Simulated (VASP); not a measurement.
# Mg (P6_3/mmc) in VASP: single point with PBEsol

Aim: the single point of Mg with PBEsol.

All numbers are computed with VASP 6.6.1; they aren't measurements. Logs are shortened: lines on timing, memory, paths and dates and some standing lists are left out, and cuts for length are marked.

**1. The cell of the first run**

Symmetry: P6_3/mmc, No. 194, hexagonal system. The conventional cell has a = 3.191 Å, b = 3.191 Å, c = 5.103 Å, α = 90.00°, β = 90.00°, γ = 120.00°. Mg (site symmetry -6m2) has 12 Mg at 3.15 to 3.19 Å within 4.1 Å.

**2. Single point, PBEsol**

The input, INCAR:

```
PREC     = Accurate       # precision mode
ENCUT    = 520            # plane-wave cutoff, eV
EDIFF    = 1E-6           # SCF threshold, eV
ISMEAR   = -1             # smearing method
SIGMA    = 0.08           # smearing width, eV
LREAL    = F              # projectors in reciprocal space
LASPH    = T              # aspherical terms in the spheres
NELM     = 80             # most SCF steps
ALGO     = Normal         # electronic algorithm
ISIF     = 2              # what is computed and relaxed
LWAVE    = F              # write WAVECAR
LCHARG   = F              # write CHGCAR
GGA      = PS             # functional
NBANDS   = 9              # bands
```

The input, KPOINTS:

```
Automatic mesh
0
Gamma
  12 12 8
```

The input, POSCAR:

```
Mg
1.0
    3.1914671357      0.0000000000      0.0000000000
   -1.5957335678      2.7638916148      0.0000000000
    0.0000000000      0.0000000000      5.1026905387
Mg
2
Direct
    0.3333333333      0.6666666667      0.2500000000
    0.6666666667      0.3333333333      0.7500000000
```

Potentials or basis: VASP PAW PBE potentials, release 64 (Mg).

The run is started by

```
cat potpaw_PBE.64/Mg/POTCAR > POTCAR
mpirun -np 1 vasp_std > vasp.out
```

OUTCAR:

```text
PREC = Accurate
   ENCUT = 520
   EDIFF = 1E-6
   ISMEAR = -1
   LREAL = F
   LASPH = T
   NELM = 80
   ISIF = 2
   GGA = PS

 ion  position               nearest neighbor table
   1  0.333  0.667  0.250-   2 3.15   2 3.15   2 3.15   2 3.15   2 3.15   2 3.15
   2  0.667  0.333  0.750-   1 3.15   1 3.15   1 3.15   1 3.15   1 3.15   1 3.15

  LATTYP: Found a hexagonal cell.
 ALAT       =     3.1914671357
 C/A-ratio  =     1.5988541701

  Lattice vectors:

 A1 = (   3.1914671357,   0.0000000000,   0.0000000000)
 A2 = (  -1.5957335678,   2.7638916148,   0.0000000000)
 A3 = (   0.0000000000,   0.0000000000,   5.1026905387)

Analysis of symmetry for initial positions (statically):
=====================================================================
 Subroutine PRICEL returns:
 Original cell was already a primitive cell.

 Routine SETGRP: Setting up the symmetry group for a
 hexagonal supercell.

 Subroutine GETGRP returns: Found 24 space group operations
 (whereof 12 operations were pure point group operations)
 out of a pool of 24 trial point group operations.

The static configuration has the point symmetry D_3d.
 The point group associated with its full space group is D_6h.

Analysis of symmetry for dynamics (positions and initial velocities):
=====================================================================
 Subroutine PRICEL returns:
 Original cell was already a primitive cell.

 Routine SETGRP: Setting up the symmetry group for a
 hexagonal supercell.

 Subroutine GETGRP returns: Found 24 space group operations
 (whereof 12 operations were pure point group operations)
 out of a pool of 24 trial point group operations.

The dynamic configuration has the point symmetry D_3d.
 The point group associated with its full space group is D_6h.

 Subroutine INISYM returns: Found 24 space group operations
 (whereof 12 operations are pure point group operations),
 and found     1 'primitive' translations

----------------------------------------------------------------------------------------

                                     Primitive cell

  volume of cell :      45.0102

  direct lattice vectors                    reciprocal lattice vectors
     3.191467136  0.000000000  0.000000000     0.313335515  0.180904344  0.000000000
    -1.595733568  2.763891615  0.000000000     0.000000000  0.361808688  0.000000000
     0.000000000  0.000000000  5.102690539     0.000000000  0.000000000  0.195975043

  length of vectors
     3.191467136  3.191467136  5.102690539     0.361808688  0.361808688  0.195975043

  position of ions in fractional coordinates (direct lattice)
     0.333333333  0.666666667  0.250000000
     0.666666667  0.333333333  0.750000000

  ion indices of the primitive-cell ions
   primitive index   ion index
                 1           1
                 2           2

----------------------------------------------------------------------------------------

 KPOINTS: Automatic mesh

Automatic generation of k-mesh.
 Grid dimensions read from file:
 generate k-points for:   12   12    8

 Generating k-lattice:

  Cartesian coordinates                     Fractional coordinates (reciprocal lattice)
     0.026111293  0.015075362  0.000000000     0.083333333 -0.000000000  0.000000000
     0.000000000  0.030150724  0.000000000     0.000000000  0.083333333  0.000000000
     0.000000000  0.000000000  0.024496880     0.000000000  0.000000000  0.125000000

  Length of vectors
     0.030150724  0.030150724  0.024496880

  Shift w.r.t. Gamma in fractional coordinates (k-lattice)
     0.000000000  0.000000000  0.000000000

 Subroutine IBZKPT returns following result:
 ===========================================

 Found     95 irreducible k-points:

 Following reciprocal coordinates:
            Coordinates               Weight
  0.000000  0.000000  0.000000      1.000000
  0.083333  0.000000  0.000000      6.000000
  0.166667  0.000000  0.000000      6.000000
  0.250000  0.000000  0.000000      6.000000
  0.333333  0.000000  0.000000      6.000000
  0.416667 -0.000000  0.000000      6.000000
[... 16 lines left out ...]
  0.250000  0.000000  0.125000     12.000000
  0.333333  0.000000  0.125000     12.000000
 [... further k-points ...]
   k-points           NKPTS =     95   k-points in BZ     NKDIM =     95   number of bands    NBANDS=      9
   number of dos      NEDOS =    301   number of ions     NIONS =      2
   total plane-waves  NPLWV =  23040
   dimension x,y,z NGX =    24 NGY =   24 NGZ =   40
   dimension x,y,z NGXF=    48 NGYF=   48 NGZF=   80
   ions per type =               2
   NGX,Y,Z   is equivalent  to a cutoff of  12.50, 12.50, 13.03 a.u.
   NGXF,Y,Z  is equivalent  to a cutoff of  25.00, 25.00, 26.06 a.u.
 SYSTEM =  unknown system
   PREC   = accura    normal or accurate (medium, high low for compatibility)
   ISTART =      0    job   : 0-new  1-cont  2-samecut
   ICHARG =      2    charge: 1-file 2-atom 10-const
   ISPIN  =      1    spin polarized calculation?
   LNONCOLLINEAR =      F non collinear calculations
   LSORBIT =      F    spin-orbit coupling
   LASPH  =      T    aspherical Exc in radial PAW
   ENCUT  =  520.0 eV  38.22 Ry    6.18 a.u.   5.93  5.93  9.49*2*pi/ulx,y,z
   NELM   =     80;   NELMIN=  2; NELMDL= -5     # of ELM steps
   EDIFF  = 0.1E-05   stopping-criterion for ELM
   LREAL  =      F    real-space projection
   EDIFFG = 0.1E-04   stopping-criterion for IOM
   NSW    =      0    number of steps for IOM
   IBRION =     -1    ionic relax: 0-MD 1-quasi-New 2-CG
   NFREE  =      0    steps in history (QN), initial steepest desc. (CG)
   ISIF   =      2    stress and relaxation
   ISYM   =      2    0-nonsym 1-usesym 2-fastsym
   POTIM  = 0.5000    time-step for ionic-motion
   TEBEG  =    0.0;   TEEND  =   0.0 temperature during run
   PSTRESS=    0.0 pullay stress
   NELECT =       4.0000    total number of electrons
   NUPDOWN=      -1.0000    fix difference up-down
   EMIN   =  10.00;   EMAX   =-10.00  energy-range for DOS
   EFERMI =   0.00;   METHOD = LEGACY
   ISMEAR =    -1;   SIGMA  =   0.08  broadening in eV -4-tet -1-fermi 0-gaus
   EFERMI_NEDOS =   21; number of points for ismear=-14 and -15
   IALGO  =     38    algorithm
   IMIX   =      4    mixing-type and parameters
     AMIX     =   0.40;   BMIX     =  1.00
     AMIX_MAG =   1.60;   BMIX_MAG =  1.00
  volume/ion in A,a.u.               =      22.51       151.87
  Fermi-wavevector in a.u.,A,eV,Ry     =   0.730563  1.380565  7.261742  0.533723
  Thomas-Fermi vector in A             =   1.822564
   LORBIT       =      0    0 simple, 1 ext, 2 COOP (PROOUT), +10 PAW based schemes
   GGA     = PS    functional components
   LHFCALC =     F    Hartree Fock is set to
   AEXX    =    0.0000 exact exchange contribution
   IVDW    =     0    specifies the selected vdW correction
   LEPSILON=     F    determine dielectric tensor
   LRPA    =     F    only Hartree local field effects (RPA)
 non-spin polarized calculation
  energy-cutoff  :      520.00
  volume of cell :       45.01
 maximum number of plane-waves:      1236
 NGX is ok and might be reduce to    24
   NGX = 11   NGY = 11   NGZ = 19

 number of electron       4.0000000 magnetization

 Free energy of the ion-electron system (eV)
  ---------------------------------------------------
  ext. energy  EPLUGINS =         0.00000000
  ---------------------------------------------------
  free energy    TOTEN  =        -3.45497047 eV

  energy without entropy =       -3.43771675  energy(sigma->0) =       -3.44634361

 E-fermi :   2.6476     XC(G=0):  -8.5960

 val. band max:        2.6208376095   @ k =   0.4167   0.1667   0.5000
 cond. band min:       2.6533738196   @ k =   0.3333   0.3333   0.3750
 fundamental gap:      0.0325362102
 Fermi energy:         2.6475662115

 k-point     1 :       0.0000    0.0000    0.0000
  band No.  band energies     occupation
      1      -4.3193      2.00000
      2       1.0593      2.00000
      3       1.6023      2.00000
      4      13.5738      0.00000
      5      13.5738      0.00000
      6      13.6949      0.00000
      7      13.6949      0.00000
      8      14.6933      0.00000
      9      16.1514      0.00000

 k-point     2 :       0.0833    0.0000    0.0000
  band No.  band energies     occupation
      1      -4.1822      2.00000
      2       1.1840      2.00000
      3       1.7349      1.99998
      4      11.3097      0.00000
      5      12.3751      0.00000
      6      13.2193      0.00000
      7      15.0842      0.00000
      8      15.6831      0.00000
      9      16.0699      0.00000

 k-point     3 :       0.1667    0.0000    0.0000
  band No.  band energies     occupation
      1      -3.7721      2.00000
      2       1.5585      2.00000
      3       2.1271      1.99702
      4       8.7846      0.00000
      5      11.3440      0.00000
      6      12.0014      0.00000
      7      13.5979      0.00000
      8      14.6905      0.00000
      9      16.0088      0.00000

 k-point     4 :       0.2500    0.0000    0.0000
  band No.  band energies     occupation
      1      -3.0926      2.00000
      2       2.1834      1.99397
      3       2.7512      0.42979
      4       6.4545      0.00000
      5      10.5432      0.00000
      6      10.7216      0.00000
      7      11.2462      0.00000
      8      13.0654      0.00000
      9      15.1027      0.00000
[... 205 lines left out ...]
 k-point    22 :       0.1667    0.0000    0.1250
  band No.  band energies     occupation
      1      -3.6821      2.00000
      2       0.5264      2.00000
      3       3.3112      0.00050
      4       8.8635      0.00000
      5      11.4191      0.00000
      6      11.8848      0.00000
      7      13.0569      0.00000
      8      15.0122      0.00000
      9      15.0169      0.00000

 k-point    23 :       0.2500    0.0000    0.1250
  band No.  band energies     occupation
      1      -3.0032      2.00000
      2       1.1686      2.00000
      3       3.9026      0.00000
      4       6.5502      0.00000
      5      10.0928      0.00000
      6      10.6185      0.00000
      7      11.5241      0.00000
      8      13.5579      0.00000
      9      14.2433      0.00000

 k-point    24 :       0.3333    0.0000    0.1250
  band No.  band energies     occupation
      1      -2.0612      2.00000
      2       2.0413      1.99898
      3       4.0441      0.00000
      4       5.1589      0.00000
      5       8.1346      0.00000
      6      10.0477      0.00000
      7      10.2168      0.00000
      8      12.1612      0.00000
      9      13.6577      0.00000

 [... further k-points ...]

------------------------ aborting loop because EDIFF is reached ----------------------------------------

  FORCE on cell =-STRESS in cart. coord.  units (eV):
  Direction    XX          YY          ZZ          XY          YZ          ZX
  --------------------------------------------------------------------------------------
  -------------------------------------------------------------------------------------
  Total       -0.0106040     -0.0106040     -0.0137015     -0.0000000      0.0000000      0.0000000
  in kB       -0.3774578     -0.3774578     -0.4877164     -0.0000000      0.0000000      0.0000000
  external PRESSURE =      -0.4142107 kB  Pullay stress =       0.0000000 kB

 VOLUME and BASIS-vectors are now :
 -----------------------------------------------------------------------------
  energy-cutoff  :      520.00
  volume of cell :       45.01
      direct lattice vectors                 reciprocal lattice vectors
     3.191467136  0.000000000  0.000000000     0.313335515  0.180904344  0.000000000
    -1.595733568  2.763891615  0.000000000     0.000000000  0.361808688  0.000000000
     0.000000000  0.000000000  5.102690539     0.000000000  0.000000000  0.195975043

 POSITION                                       TOTAL-FORCE (eV/Angst)
 -----------------------------------------------------------------------------------
     -0.00000      1.84259      1.27567        -0.000000      0.000000      0.000000
      1.59573      0.92130      3.82702         0.000000     -0.000000      0.000000
 -----------------------------------------------------------------------------------
    total drift:                               -0.000000      0.000000     -0.000000

  FREE ENERGIE OF THE ION-ELECTRON SYSTEM (eV)
  ---------------------------------------------------
  free  energy   TOTEN  =        -3.4549704684 eV

  energy  without entropy=       -3.4377167492  energy(sigma->0) =       -3.44634361
```

Run time: 27 s. Hardware: 1 thread of Intel Xeon 8259CL, shared host; peak memory 0.18 GiB.

What came out:

- Free energy: -3.4550 eV
- Pressure: 0.0 GPa
- Band gap on the k mesh: zero (bands 2 and 3 overlap by 2.06 eV)

Levels at points of the mesh, in eV from the Fermi level:
```csv
k point,band 1,band 2,band 3,band 4,band 5
"(0.00, 0.00, 0.00)",-6.97,-1.59,-1.05,10.93,10.93
"(0.50, 0.00, 0.00)",-2.17,-2.15,2.76,3.11,3.49
"(0.00, 0.00, 0.50)",-5.53,-5.53,5.38,5.38,11.69
"(0.50, 0.00, 0.50)",-1.09,-1.09,-0.41,-0.41,8.07
```

Caveat: the PAW data sets were made with another functional, which shifts forces and pressure a little.
